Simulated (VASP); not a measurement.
Input of a VASP 6.6.1 run:

INCAR

```
ALGO = Normal ; EDIFF = 1E-6
ENCUT = 600 ; GGA = PE
GGA_COMPAT = False ; ISIF = 2
ISMEAR = 0 ; LASPH = True
LCHARG = False ; LREAL = False
LWAVE = False ; NBANDS = 48
NELM = 120 ; PREC = Accurate
SIGMA = 0.2
```

The input KPOINTS:

```
k-points
0
Gamma
  6 6 2
```

The input POSCAR:

```
Ca3Zr3N2
1.0
    3.2939448866      0.0000000000      0.0000000000
    0.0000000000      3.2939448866      0.0000000000
    0.0000000000      0.0000000000     15.8708270221
Ca Zr N
3 3 2
Direct
    0.0000000000      0.0000000000      0.6988909285
    0.0000000000      0.0000000000      0.3011090715
    0.5000000000      0.5000000000      0.5000000000
    0.0000000000      0.0000000000      0.0000000000
    0.5000000000      0.5000000000      0.8603707387
    0.5000000000      0.5000000000      0.1396292613
    0.0000000000      0.0000000000      0.1457370666
    0.0000000000      0.0000000000      0.8542629334
```

Potentials or basis: VASP PAW PBE potentials, release 64 (Ca_sv, Zr_sv, N).

Launch:

```bash
$ cat potpaw_PBE.64/Ca_sv/POTCAR potpaw_PBE.64/Zr_sv/POTCAR potpaw_PBE.64/N/POTCAR > POTCAR
$ mpirun -np 1 vasp_std > vasp.out
```

(1) What does it give for the pressure?

(2) Predict the largest force.

Results:

(1) 0.1 GPa.

(2) 0.024 eV/Å.
